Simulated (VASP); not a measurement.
# Ti4HBr (P-43m) in VASP: a series of runs

Runs on Ti4HBr. Level: PBE. Tasks: single point, relaxation of cell and atoms.

All numbers are computed with VASP 6.6.1; they aren't measurements. Logs are shortened: lines on timing, memory, paths and dates and some standing lists are left out, and cuts for length are marked.

### 1 The cell of the first run

Symmetry: P-43m, No. 215, cubic system. The conventional cell has a = 4.818 Å, b = 4.818 Å, c = 4.818 Å, α = 90.00°, β = 90.00°, γ = 90.00°. Ti (site symmetry 3m) has 1 H at 1.75 Å within 2.3 Å. Within 2.3 Å of H (site symmetry -43m) lie 4 Ti at 1.75 Å. Br (site symmetry -43m) has 4 Ti at 2.43 Å within 3.2 Å.

The cell was generated, and may not be a known phase.

### 2 Single point, PBE

Input file INCAR:

```
PREC = Accurate
ENCUT = 520
EDIFF = 1E-6
ISMEAR = 0
SIGMA = 0.1
LREAL = False
LASPH = True
NELM = 80
ALGO = Normal
ISIF = 2
LWAVE = False
LCHARG = False
GGA = PE
NBANDS = 37
```

Input file KPOINTS:

```
Automatic mesh
0
Gamma
  8 8 8
```

Input file POSCAR:

```
Ti4HBr
1.0
    4.8178045018      0.0000000000      0.0000000000
    0.0000000000      4.8178045018      0.0000000000
    0.0000000000      0.0000000000      4.8178045018
Ti H Br
4 1 1
Direct
    0.2091851226      0.2091851226      0.2091851226
    0.2091851226      0.7908148774      0.7908148774
    0.7908148774      0.7908148774      0.2091851226
    0.7908148774      0.2091851226      0.7908148774
    0.0000000000      0.0000000000      0.0000000000
    0.5000000000      0.5000000000      0.5000000000
```

Potentials or basis: VASP PAW PBE potentials, release 64 (Ti_sv, H, Br).

On the command line:

```sh
> cat potpaw_PBE.64/Ti_sv/POTCAR potpaw_PBE.64/H/POTCAR potpaw_PBE.64/Br/POTCAR > POTCAR
> mpirun -np 1 vasp_std > vasp.out
```

OUTCAR:

```text
PREC = Accurate
   ENCUT = 520
   EDIFF = 1E-6
   ISMEAR = 0
   LREAL = False
   LASPH = True
   NELM = 80
   ISIF = 2
   GGA = PE

 ion  position               nearest neighbor table
   1  0.209  0.209  0.209-   5 1.75   6 2.43   4 2.85   2 2.85   3 2.85
   2  0.209  0.791  0.791-   5 1.75   6 2.43   4 2.85   1 2.85   3 2.85
   3  0.791  0.791  0.209-   5 1.75   6 2.43   4 2.85   1 2.85   2 2.85
   4  0.791  0.209  0.791-   5 1.75   6 2.43   3 2.85   1 2.85   2 2.85
   5  0.000  0.000  0.000-   1 1.75   2 1.75   3 1.75   4 1.75
   6  0.500  0.500  0.500-   1 2.43   2 2.43   3 2.43   4 2.43

  LATTYP: Found a simple cubic cell.
 ALAT       =     4.8178045018

  Lattice vectors:

 A1 = (   4.8178045018,   0.0000000000,   0.0000000000)
 A2 = (   0.0000000000,   4.8178045018,   0.0000000000)
 A3 = (   0.0000000000,   0.0000000000,   4.8178045018)

Analysis of symmetry for initial positions (statically):
=====================================================================
 Subroutine PRICEL returns:
 Original cell was already a primitive cell.

 Routine SETGRP: Setting up the symmetry group for a
 simple cubic supercell.

 Subroutine GETGRP returns: Found 24 space group operations
 (whereof 24 operations were pure point group operations)
 out of a pool of 48 trial point group operations.

The static configuration has the point symmetry T_d .

Analysis of symmetry for dynamics (positions and initial velocities):
=====================================================================
 Subroutine PRICEL returns:
 Original cell was already a primitive cell.

 Routine SETGRP: Setting up the symmetry group for a
 simple cubic supercell.

 Subroutine GETGRP returns: Found 24 space group operations
 (whereof 24 operations were pure point group operations)
 out of a pool of 48 trial point group operations.

The dynamic configuration has the point symmetry T_d .

 Subroutine INISYM returns: Found 24 space group operations
 (whereof 24 operations are pure point group operations),
 and found     1 'primitive' translations

----------------------------------------------------------------------------------------

                                     Primitive cell

  volume of cell :     111.8272

  direct lattice vectors                    reciprocal lattice vectors
     4.817804502  0.000000000  0.000000000     0.207563424  0.000000000  0.000000000
     0.000000000  4.817804502  0.000000000     0.000000000  0.207563424  0.000000000
     0.000000000  0.000000000  4.817804502     0.000000000  0.000000000  0.207563424

  length of vectors
     4.817804502  4.817804502  4.817804502     0.207563424  0.207563424  0.207563424

  position of ions in fractional coordinates (direct lattice)
     0.209185123  0.209185123  0.209185123
     0.209185123  0.790814877  0.790814877
     0.790814877  0.790814877  0.209185123
     0.790814877  0.209185123  0.790814877
     0.000000000  0.000000000  0.000000000
     0.500000000  0.500000000  0.500000000

  ion indices of the primitive-cell ions
   primitive index   ion index
                 1           1
                 2           2
                 3           3
                 4           4
                 5           5
                 6           6

----------------------------------------------------------------------------------------

 KPOINTS: Automatic mesh

Automatic generation of k-mesh.
 Grid dimensions read from file:
 generate k-points for:    8    8    8

 Generating k-lattice:

  Cartesian coordinates                     Fractional coordinates (reciprocal lattice)
     0.025945428  0.000000000  0.000000000     0.125000000  0.000000000  0.000000000
     0.000000000  0.025945428  0.000000000     0.000000000  0.125000000  0.000000000
     0.000000000  0.000000000  0.025945428     0.000000000  0.000000000  0.125000000

  Length of vectors
     0.025945428  0.025945428  0.025945428

  Shift w.r.t. Gamma in fractional coordinates (k-lattice)
     0.000000000  0.000000000  0.000000000

 Subroutine IBZKPT returns following result:
 ===========================================

 Found     35 irreducible k-points:

 Following reciprocal coordinates:
            Coordinates               Weight
  0.000000  0.000000  0.000000      1.000000
  0.125000  0.000000  0.000000      6.000000
  0.250000  0.000000  0.000000      6.000000
  0.375000  0.000000  0.000000      6.000000
  0.500000  0.000000  0.000000      3.000000
  0.125000  0.125000  0.000000     12.000000
[... 16 lines left out ...]
  0.375000  0.375000  0.125000     24.000000
  0.500000  0.375000  0.125000     24.000000
 [... further k-points ...]
   k-points           NKPTS =     35   k-points in BZ     NKDIM =     35   number of bands    NBANDS=     37
   number of dos      NEDOS =    301   number of ions     NIONS =      6
   total plane-waves  NPLWV =  46656
   dimension x,y,z NGX =    36 NGY =   36 NGZ =   36
   dimension x,y,z NGXF=    72 NGYF=   72 NGZF=   72
   ions per type =               4   1   1
   NGX,Y,Z   is equivalent  to a cutoff of  12.42, 12.42, 12.42 a.u.
   NGXF,Y,Z  is equivalent  to a cutoff of  24.84, 24.84, 24.84 a.u.
 SYSTEM =  unknown system
   PREC   = accura    normal or accurate (medium, high low for compatibility)
   ISTART =      0    job   : 0-new  1-cont  2-samecut
   ICHARG =      2    charge: 1-file 2-atom 10-const
   ISPIN  =      1    spin polarized calculation?
   LNONCOLLINEAR =      F non collinear calculations
   LSORBIT =      F    spin-orbit coupling
   LASPH  =      T    aspherical Exc in radial PAW
   ENCUT  =  520.0 eV  38.22 Ry    6.18 a.u.   8.96  8.96  8.96*2*pi/ulx,y,z
   NELM   =     80;   NELMIN=  2; NELMDL= -5     # of ELM steps
   EDIFF  = 0.1E-05   stopping-criterion for ELM
   LREAL  =      F    real-space projection
   EDIFFG = 0.1E-04   stopping-criterion for IOM
   NSW    =      0    number of steps for IOM
   IBRION =     -1    ionic relax: 0-MD 1-quasi-New 2-CG
   NFREE  =      0    steps in history (QN), initial steepest desc. (CG)
   ISIF   =      2    stress and relaxation
   ISYM   =      2    0-nonsym 1-usesym 2-fastsym
   POTIM  = 0.5000    time-step for ionic-motion
   TEBEG  =    0.0;   TEEND  =   0.0 temperature during run
   PSTRESS=    0.0 pullay stress
   NELECT =      56.0000    total number of electrons
   NUPDOWN=      -1.0000    fix difference up-down
   EMIN   =  10.00;   EMAX   =-10.00  energy-range for DOS
   EFERMI =   0.00;   METHOD = LEGACY
   ISMEAR =     0;   SIGMA  =   0.10  broadening in eV -4-tet -1-fermi 0-gaus
   EFERMI_NEDOS =   21; number of points for ismear=-14 and -15
   IALGO  =     38    algorithm
   IMIX   =      4    mixing-type and parameters
     AMIX     =   0.40;   BMIX     =  1.00
     AMIX_MAG =   1.60;   BMIX_MAG =  1.00
  volume/ion in A,a.u.               =      18.64       125.77
  Fermi-wavevector in a.u.,A,eV,Ry     =   1.300035  2.456710 22.995079  1.690091
  Thomas-Fermi vector in A             =   2.431260
   LORBIT       =      0    0 simple, 1 ext, 2 COOP (PROOUT), +10 PAW based schemes
   GGA     = PE    functional components
   LHFCALC =     F    Hartree Fock is set to
   AEXX    =    0.0000 exact exchange contribution
   IVDW    =     0    specifies the selected vdW correction
   LEPSILON=     F    determine dielectric tensor
   LRPA    =     F    only Hartree local field effects (RPA)
 non-spin polarized calculation
 Gauss-broadening in eV      SIGMA  =   0.10
  energy-cutoff  :      520.00
  volume of cell :      111.83
 maximum number of plane-waves:      3032
 NGX is ok and might be reduce to    36
   NGX = 17   NGY = 17   NGZ = 17

 number of electron      55.9999980 magnetization

 Free energy of the ion-electron system (eV)
  ---------------------------------------------------
  ext. energy  EPLUGINS =         0.00000000
  ---------------------------------------------------
  free energy    TOTEN  =       -34.16609343 eV

  energy without entropy =      -34.11304600  energy(sigma->0) =      -34.13956972

 E-fermi :   5.9448     XC(G=0): -10.2534

 val. band max:        5.9422672667   @ k =   0.5000   0.5000   0.2500
 cond. band min:       5.9581578643   @ k =   0.2500   0.1250   0.0000
 fundamental gap:      0.0158905977
 Fermi energy:         5.9448412630

 k-point     1 :       0.0000    0.0000    0.0000
  band No.  band energies     occupation
      1     -51.0183      2.00000
      2     -50.9547      2.00000
      3     -50.9547      2.00000
      4     -50.9547      2.00000
      5     -27.5863      2.00000
      6     -27.3135      2.00000
[... 29 lines left out ...]
     36       8.3414      0.00000
     37       8.3491      0.00000

 k-point     2 :       0.1250    0.0000    0.0000
  band No.  band energies     occupation
      1     -51.0176      2.00000
      2     -50.9554      2.00000
      3     -50.9547      2.00000
      4     -50.9547      2.00000
      5     -27.5824      2.00000
      6     -27.3155      2.00000
[... 29 lines left out ...]
     36       8.2062      0.00000
     37       8.2812      0.00000

 k-point     3 :       0.2500    0.0000    0.0000
  band No.  band energies     occupation
      1     -51.0157      2.00000
      2     -50.9573      2.00000
      3     -50.9547      2.00000
      4     -50.9547      2.00000
      5     -27.5723      2.00000
      6     -27.3205      2.00000
[... 29 lines left out ...]
     36       8.0039      0.00000
     37       8.1246      0.00000

 k-point     4 :       0.3750    0.0000    0.0000
  band No.  band energies     occupation
      1     -51.0137      2.00000
      2     -50.9592      2.00000
      3     -50.9547      2.00000
      4     -50.9547      2.00000
      5     -27.5617      2.00000
      6     -27.3259      2.00000
[... 29 lines left out ...]
     36       7.7391      0.00000
     37       8.0598      0.00000
[... 683 lines left out ...]
      1     -51.0103      2.00000
      2     -50.9595      2.00000
      3     -50.9568      2.00000
      4     -50.9556      2.00000
      5     -27.5603      2.00000
      6     -27.3373      2.00000
[... 29 lines left out ...]
     36       7.8208      0.00000
     37       8.0263      0.00000

 k-point    23 :       0.3750    0.3750    0.1250
  band No.  band energies     occupation
      1     -51.0094      2.00000
      2     -50.9586      2.00000
      3     -50.9583      2.00000
      4     -50.9558      2.00000
      5     -27.5622      2.00000
      6     -27.3404      2.00000
[... 29 lines left out ...]
     36       7.8331      0.00000
     37       8.0930      0.00000

 k-point    24 :       0.5000    0.3750    0.1250
  band No.  band energies     occupation
      1     -51.0088      2.00000
      2     -50.9592      2.00000
      3     -50.9583      2.00000
      4     -50.9560      2.00000
      5     -27.5623      2.00000
      6     -27.3432      2.00000
[... 29 lines left out ...]
     36       7.7974      0.00000
     37       8.1233      0.00000

 [... further k-points ...]
[... 5 lines left out ...]
  --------------------------------------------------------------------------------------
  -------------------------------------------------------------------------------------
  Total        0.0179904      0.0179904      0.0179904      0.0000000      0.0000000     -0.0000000
  in kB        0.2577533      0.2577533      0.2577533      0.0000000      0.0000000     -0.0000000
  external PRESSURE =       0.2577533 kB  Pullay stress =       0.0000000 kB

 VOLUME and BASIS-vectors are now :
 -----------------------------------------------------------------------------
  energy-cutoff  :      520.00
  volume of cell :      111.83
      direct lattice vectors                 reciprocal lattice vectors
     4.817804502  0.000000000  0.000000000     0.207563424  0.000000000  0.000000000
     0.000000000  4.817804502  0.000000000     0.000000000  0.207563424  0.000000000
     0.000000000  0.000000000  4.817804502     0.000000000  0.000000000  0.207563424

 POSITION                                       TOTAL-FORCE (eV/Angst)
 -----------------------------------------------------------------------------------
      1.00781      1.00781      1.00781        -0.004173     -0.004173     -0.004173
      1.00781      3.80999      3.80999        -0.004173      0.004173      0.004173
      3.80999      3.80999      1.00781         0.004173      0.004173     -0.004173
      3.80999      1.00781      3.80999         0.004173     -0.004173      0.004173
      0.00000      0.00000      0.00000         0.000000     -0.000000      0.000000
      2.40890      2.40890      2.40890         0.000000     -0.000000     -0.000000
 -----------------------------------------------------------------------------------
    total drift:                               -0.000000     -0.000000      0.000000

  FREE ENERGIE OF THE ION-ELECTRON SYSTEM (eV)
  ---------------------------------------------------
  free  energy   TOTEN  =       -34.1660934303 eV

  energy  without entropy=      -34.1130460024  energy(sigma->0) =      -34.13956972
```

Wall time 2.6 min (1 thread of Oxide Virtual Turin-like, shared host); peak memory 0.25 GiB.

What came out:

```
Free energy            : -34.1661 eV
Pressure               : 0.0 GPa
Largest force          : 0.007 eV/Å
Band gap on the k mesh : zero (bands 28 and 29 overlap by 0.52 eV)
```

Forces on the atoms (eV/Å):
```
Ti  -0.004 -0.004 -0.004
Ti  -0.004  0.004  0.004
Ti   0.004  0.004 -0.004
Ti   0.004 -0.004  0.004
H    0.000  0.000  0.000
Br   0.000  0.000  0.000
```

Levels at points of the mesh, in eV from the Fermi level:
```csv
k point,band 26,band 27,band 28,band 29,band 30,band 31
"(0.00, 0.00, 0.00)",-0.82,-0.82,0.25,0.25,0.91,0.91
"(0.50, 0.00, 0.00)",-0.36,-0.35,-0.25,-0.02,0.31,0.74
"(0.50, 0.50, 0.00)",-0.23,-0.03,-0.03,0.24,0.24,0.68
"(0.50, 0.50, 0.50)",0.18,0.18,0.34,0.34,0.99,0.99
```

(Continued in part 2 of 2.)
